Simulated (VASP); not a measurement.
# CuNi3 (Cmmm) in VASP: single point with PBEsol

Aim: the single point of CuNi3 with PBEsol.

Program: VASP 6.6.1. These are calculated values, not measurements. Logs are shortened: lines on timing, memory, paths and dates and some standing lists are left out, and cuts for length are marked.

## 1. The cell of the first run

The structure is orthorhombic, space group Cmmm (No. 65). The conventional cell has a = 2.790 Å, b = 3.974 Å, c = 7.935 Å, α = 90.00°, β = 90.00°, γ = 90.00°. Within 3.2 Å of Cu (site symmetry mmm) lie 6 Cu at 2.43 to 2.79 Å and 8 Ni at 2.46 to 2.83 Å. Ni (site symmetry mm2) has 10 Ni at 2.39 to 2.79 Å and 4 Cu at 2.46 to 2.83 Å within 3.2 Å. Within 3.2 Å of Ni (site symmetry mmm) lie 14 Ni at 2.39 to 2.79 Å.

## 2. Single point, PBEsol

Input file INCAR:

```
ALGO     = Fast           # electronic algorithm
EDIFF    = 1E-7           # SCF threshold, eV
ENCUT    = 520            # plane-wave cutoff, eV
GGA      = PS             # functional
ISIF     = 2              # what is computed and relaxed
ISMEAR   = 0              # smearing method
LASPH    = True           # aspherical terms in the spheres
LCHARG   = False          # write CHGCAR
LREAL    = False          # projectors in reciprocal space
LWAVE    = False          # write WAVECAR
NBANDS   = 28             # bands
NELM     = 100            # most SCF steps
PREC     = Accurate       # precision mode
SIGMA    = 0.1            # smearing width, eV
```

Input file KPOINTS:

```
k-points
0
Gamma
  18 18 6
```

Input file POSCAR:

```
CuNi3
1.0
    1.3952120000     -1.9871540000      0.0000000000
    1.3952120000      1.9871540000      0.0000000000
    0.0000000000      0.0000000000      7.9348860000
Cu Ni
1 3
Direct
    0.0000000000      0.0000000000      0.0000000000
    0.5000000000      0.5000000000      0.7453140000
    0.0000000000      0.0000000000      0.5000000000
    0.5000000000      0.5000000000      0.2546860000
```

Potentials or basis: VASP PAW PBE potentials, release 64 (Cu, Ni).

Run with:

```console
> cat potpaw_PBE.64/Cu/POTCAR potpaw_PBE.64/Ni/POTCAR > POTCAR
> mpirun -np 1 vasp_std > vasp.out
```

OUTCAR:

```text
EDIFF = 1E-7
   ENCUT = 520
   GGA = PS
   ISIF = 2
   ISMEAR = 0
   LASPH = True
   LREAL = False
   NELM = 100
   PREC = Accurate

 ion  position               nearest neighbor table
   1  0.000  0.000  0.000-   2 2.46   4 2.46   2 2.46   4 2.46   2 2.83   4 2.83   2 2.83   4 2.83

   2  0.500  0.500  0.745-   3 2.39   3 2.39   1 2.46   1 2.46   3 2.78   3 2.78   1 2.83   1 2.83

   3  0.000  0.000  0.500-   2 2.39   4 2.39   2 2.39   4 2.39   2 2.78   4 2.78   2 2.78   4 2.78

   4  0.500  0.500  0.255-   3 2.39   3 2.39   1 2.46   1 2.46   3 2.78   3 2.78   1 2.83   1 2.83

  LATTYP: Found a base centered orthorhombic cell.
 ALAT       =     2.7904240000
 B/A-ratio  =     1.4242667064
 C/A-ratio  =     2.8436130136

  Lattice vectors:

 A1 = (   1.3952120000,  -1.9871540000,   0.0000000000)
 A2 = (   1.3952120000,   1.9871540000,   0.0000000000)
 A3 = (   0.0000000000,   0.0000000000,   7.9348860000)

Analysis of symmetry for initial positions (statically):
=====================================================================
 Subroutine PRICEL returns:
 Original cell was already a primitive cell.

 Routine SETGRP: Setting up the symmetry group for a
 base centered orthorhombic supercell.

 Subroutine GETGRP returns: Found  8 space group operations
 (whereof  8 operations were pure point group operations)
 out of a pool of  8 trial point group operations.

The static configuration has the point symmetry D_2h.

Analysis of symmetry for dynamics (positions and initial velocities):
=====================================================================
 Subroutine PRICEL returns:
 Original cell was already a primitive cell.

 Routine SETGRP: Setting up the symmetry group for a
 base centered orthorhombic supercell.

 Subroutine GETGRP returns: Found  8 space group operations
 (whereof  8 operations were pure point group operations)
 out of a pool of  8 trial point group operations.

The dynamic configuration has the point symmetry D_2h.

 Subroutine INISYM returns: Found  8 space group operations
 (whereof  8 operations are pure point group operations),
 and found     1 'primitive' translations

----------------------------------------------------------------------------------------

                                     Primitive cell

  volume of cell :      43.9990

  direct lattice vectors                    reciprocal lattice vectors
     1.395212000 -1.987154000  0.000000000     0.358368477 -0.251616130  0.000000000
     1.395212000  1.987154000  0.000000000     0.358368477  0.251616130  0.000000000
     0.000000000  0.000000000  7.934886000     0.000000000  0.000000000  0.126025755

  length of vectors
     2.428043975  2.428043975  7.934886000     0.437879713  0.437879713  0.126025755

  position of ions in fractional coordinates (direct lattice)
     0.000000000  0.000000000  0.000000000
     0.500000000  0.500000000  0.745314000
     0.000000000  0.000000000  0.500000000
     0.500000000  0.500000000  0.254686000

  ion indices of the primitive-cell ions
   primitive index   ion index
                 1           1
                 2           2
                 3           3
                 4           4

----------------------------------------------------------------------------------------

 KPOINTS: k-points

Automatic generation of k-mesh.
 Grid dimensions read from file:
 generate k-points for:   18   18    6

 Generating k-lattice:

  Cartesian coordinates                     Fractional coordinates (reciprocal lattice)
     0.019909360 -0.013978674  0.000000000     0.055555556  0.000000000  0.000000000
     0.019909360  0.013978674  0.000000000     0.000000000  0.055555556  0.000000000
     0.000000000  0.000000000  0.021004293     0.000000000  0.000000000  0.166666667

  Length of vectors
     0.024326651  0.024326651  0.021004293

  Shift w.r.t. Gamma in fractional coordinates (k-lattice)
     0.000000000  0.000000000  0.000000000

 Subroutine IBZKPT returns following result:
 ===========================================

 Found    364 irreducible k-points:

 Following reciprocal coordinates:
            Coordinates               Weight
  0.000000  0.000000  0.000000      1.000000
  0.055556  0.000000  0.000000      4.000000
  0.111111  0.000000  0.000000      4.000000
  0.166667  0.000000  0.000000      4.000000
  0.222222  0.000000  0.000000      4.000000
  0.277778  0.000000  0.000000      4.000000
[... 16 lines left out ...]
 -0.277778  0.055556  0.000000      4.000000
 -0.222222  0.055556  0.000000      4.000000
 [... further k-points ...]
   k-points           NKPTS =    364   k-points in BZ     NKDIM =    364   number of bands    NBANDS=     28
   number of dos      NEDOS =    301   number of ions     NIONS =      4
   total plane-waves  NPLWV =  19440
   dimension x,y,z NGX =    18 NGY =   18 NGZ =   60
   dimension x,y,z NGXF=    36 NGYF=   36 NGZF=  120
   ions per type =               1   3
   NGX,Y,Z   is equivalent  to a cutoff of  12.32, 12.32, 12.57 a.u.
   NGXF,Y,Z  is equivalent  to a cutoff of  24.65, 24.65, 25.14 a.u.
 SYSTEM =  unknown system
   PREC   = accura    normal or accurate (medium, high low for compatibility)
   ISTART =      0    job   : 0-new  1-cont  2-samecut
   ICHARG =      2    charge: 1-file 2-atom 10-const
   ISPIN  =      1    spin polarized calculation?
   LNONCOLLINEAR =      F non collinear calculations
   LSORBIT =      F    spin-orbit coupling
   LASPH  =      T    aspherical Exc in radial PAW
   ENCUT  =  520.0 eV  38.22 Ry    6.18 a.u.   4.51  4.51 14.75*2*pi/ulx,y,z
   NELM   =    100;   NELMIN=  2; NELMDL= -5     # of ELM steps
   EDIFF  = 0.1E-06   stopping-criterion for ELM
   LREAL  =      F    real-space projection
   EDIFFG = 0.1E-05   stopping-criterion for IOM
   NSW    =      0    number of steps for IOM
   IBRION =     -1    ionic relax: 0-MD 1-quasi-New 2-CG
   NFREE  =      0    steps in history (QN), initial steepest desc. (CG)
   ISIF   =      2    stress and relaxation
   ISYM   =      2    0-nonsym 1-usesym 2-fastsym
   POTIM  = 0.5000    time-step for ionic-motion
   TEBEG  =    0.0;   TEEND  =   0.0 temperature during run
   PSTRESS=    0.0 pullay stress
   NELECT =      41.0000    total number of electrons
   NUPDOWN=      -1.0000    fix difference up-down
   EMIN   =  10.00;   EMAX   =-10.00  energy-range for DOS
   EFERMI =   0.00;   METHOD = LEGACY
   ISMEAR =     0;   SIGMA  =   0.10  broadening in eV -4-tet -1-fermi 0-gaus
   EFERMI_NEDOS =   21; number of points for ismear=-14 and -15
   IALGO  =     68    algorithm
   IMIX   =      4    mixing-type and parameters
     AMIX     =   0.40;   BMIX     =  1.00
     AMIX_MAG =   1.60;   BMIX_MAG =  1.00
  volume/ion in A,a.u.               =      11.00        74.23
  Fermi-wavevector in a.u.,A,eV,Ry     =   1.599025  3.021719 34.788487  2.556882
  Thomas-Fermi vector in A             =   2.696383
   LORBIT       =      0    0 simple, 1 ext, 2 COOP (PROOUT), +10 PAW based schemes
   GGA     = PS    functional components
   LHFCALC =     F    Hartree Fock is set to
   AEXX    =    0.0000 exact exchange contribution
   IVDW    =     0    specifies the selected vdW correction
   LEPSILON=     F    determine dielectric tensor
   LRPA    =     F    only Hartree local field effects (RPA)
 non-spin polarized calculation
 RMM-DIIS sequential band-by-band and
 Gauss-broadening in eV      SIGMA  =   0.10
  energy-cutoff  :      520.00
  volume of cell :       44.00
 maximum number of plane-waves:      1215
   NGX =  9   NGY =  9   NGZ = 29

 number of electron      41.0000009 magnetization

 Free energy of the ion-electron system (eV)
  ---------------------------------------------------
  ext. energy  EPLUGINS =         0.00000000
  ---------------------------------------------------
  free energy    TOTEN  =       -22.30069915 eV

  energy without entropy =      -22.26401150  energy(sigma->0) =      -22.28235532

 E-fermi :   8.6104     XC(G=0): -13.3528

 val. band max:        8.6093119243   @ k =   0.5000   0.3333   0.5000
 cond. band min:       8.6111597646   @ k =   0.4444   0.3333   0.1667
 fundamental gap:      0.0018478403
 Fermi energy:         8.6104136971

 k-point     1 :       0.0000    0.0000    0.0000
  band No.  band energies     occupation
      1      -0.3864      2.00000
      2       1.8469      2.00000
      3       2.1122      2.00000
      4       4.0911      2.00000
      5       5.1817      2.00000
      6       5.8753      2.00000
[... 20 lines left out ...]
     27      24.0047      0.00000
     28      27.5887      0.00000

 k-point     2 :       0.0556    0.0000    0.0000
  band No.  band energies     occupation
      1      -0.2911      2.00000
      2       1.9312      2.00000
      3       2.1943      2.00000
      4       4.1475      2.00000
      5       5.1899      2.00000
      6       5.8650      2.00000
[... 20 lines left out ...]
     27      24.0674      0.00000
     28      26.6667      0.00000

 k-point     3 :       0.1111    0.0000    0.0000
  band No.  band energies     occupation
      1      -0.0081      2.00000
      2       2.1774      2.00000
      3       2.4326      2.00000
      4       4.3078      2.00000
      5       5.2109      2.00000
      6       5.8334      2.00000
[... 20 lines left out ...]
     27      24.2479      0.00000
     28      24.4948      0.00000

 k-point     4 :       0.1667    0.0000    0.0000
  band No.  band energies     occupation
      1       0.4537      2.00000
      2       2.5626      2.00000
      3       2.7992      2.00000
      4       4.5447      2.00000
      5       5.2385      2.00000
      6       5.7874      2.00000
[... 578 lines left out ...]
     27      18.8727      0.00000
     28      19.1450      0.00000

 k-point    23 :      -0.2778    0.0556    0.0000
  band No.  band energies     occupation
      1       1.6397      2.00000
      2       3.4032      2.00000
      3       3.5520      2.00000
      4       5.0038      2.00000
      5       5.3808      2.00000
      6       5.6312      2.00000
[... 20 lines left out ...]
     27      20.8775      0.00000
     28      21.1808      0.00000

 k-point    24 :      -0.2222    0.0556    0.0000
  band No.  band energies     occupation
      1       0.9273      2.00000
      2       2.9269      2.00000
      3       3.1349      2.00000
      4       4.7570      2.00000
      5       5.3658      2.00000
      6       5.7719      2.00000
[... 20 lines left out ...]
     27      23.0462      0.00000
     28      23.3595      0.00000

 [... further k-points ...]

------------------------ aborting loop because EDIFF is reached ----------------------------------------

  FORCE on cell =-STRESS in cart. coord.  units (eV):
  Direction    XX          YY          ZZ          XY          YZ          ZX
  --------------------------------------------------------------------------------------
  -------------------------------------------------------------------------------------
  Total       -1.9733308     -1.9734739     -1.6107976      0.0000000      0.0000000      0.0000000
  in kB      -71.8568323    -71.8620421    -58.6555522      0.0000000      0.0000000      0.0000000
  external PRESSURE =     -67.4581422 kB  Pullay stress =       0.0000000 kB

 VOLUME and BASIS-vectors are now :
 -----------------------------------------------------------------------------
  energy-cutoff  :      520.00
  volume of cell :       44.00
      direct lattice vectors                 reciprocal lattice vectors
     1.395212000 -1.987154000  0.000000000     0.358368477 -0.251616130  0.000000000
     1.395212000  1.987154000  0.000000000     0.358368477  0.251616130  0.000000000
     0.000000000  0.000000000  7.934886000     0.000000000  0.000000000  0.126025755

 POSITION                                       TOTAL-FORCE (eV/Angst)
 -----------------------------------------------------------------------------------
      0.00000      0.00000      0.00000         0.000000      0.000000      0.000000
      1.39521      0.00000      5.91398        -0.000000      0.000000      0.018020
      0.00000      0.00000      3.96744         0.000000      0.000000      0.000000
      1.39521      0.00000      2.02090         0.000000      0.000000     -0.018020
 -----------------------------------------------------------------------------------
    total drift:                                0.000000      0.000000      0.000000

  FREE ENERGIE OF THE ION-ELECTRON SYSTEM (eV)
  ---------------------------------------------------
  free  energy   TOTEN  =       -22.3006991526 eV

  energy  without entropy=      -22.2640114971  energy(sigma->0) =      -22.28235532
```

Wall time 14 min (1 thread of Intel Xeon 8259CL, shared host); peak memory 0.47 GiB.

Results:

* Free energy: -22.3007 eV
* Pressure: -6.7 GPa
* Largest force: 0.018 eV/Å
* Band gap on the k mesh: zero (an odd number of electrons rules out a gap without spin polarisation)

Forces in eV/Å, atoms in the order of the input:
```
Cu   0.000  0.000  0.000
Ni   0.000  0.000  0.018
Ni   0.000  0.000  0.000
Ni   0.000  0.000 -0.018
```

Levels at points of the mesh, in eV from the Fermi level:
```csv
k point,band 16,band 17,band 18,band 19,band 20,band 21,band 22,band 23,band 24,band 25
"(0.00, 0.00, 0.00)",-0.75,-0.74,-0.67,-0.57,-0.50,-0.41,-0.37,0.13,0.27,6.20
"(0.50, 0.00, 0.00)",-0.49,-0.38,-0.25,-0.03,0.03,0.24,0.31,1.62,2.02,6.09
"(0.50, 0.50, 0.00)",-0.01,0.01,0.07,0.19,0.30,0.38,4.53,4.63,5.87,6.98
"(0.00, 0.00, 0.50)",-1.25,-0.69,-0.66,-0.61,-0.50,-0.43,-0.40,-0.38,0.11,9.03
"(0.50, 0.00, 0.50)",-0.57,-0.53,-0.23,-0.18,-0.17,0.77,1.42,1.62,1.67,6.93
"(0.50, 0.50, 0.50)",-0.30,-0.22,0.19,0.31,0.37,1.89,1.98,5.86,6.70,7.31
```

Caveat: the cell stands under tension; the PAW data sets were made with another functional, which shifts forces and pressure a little.
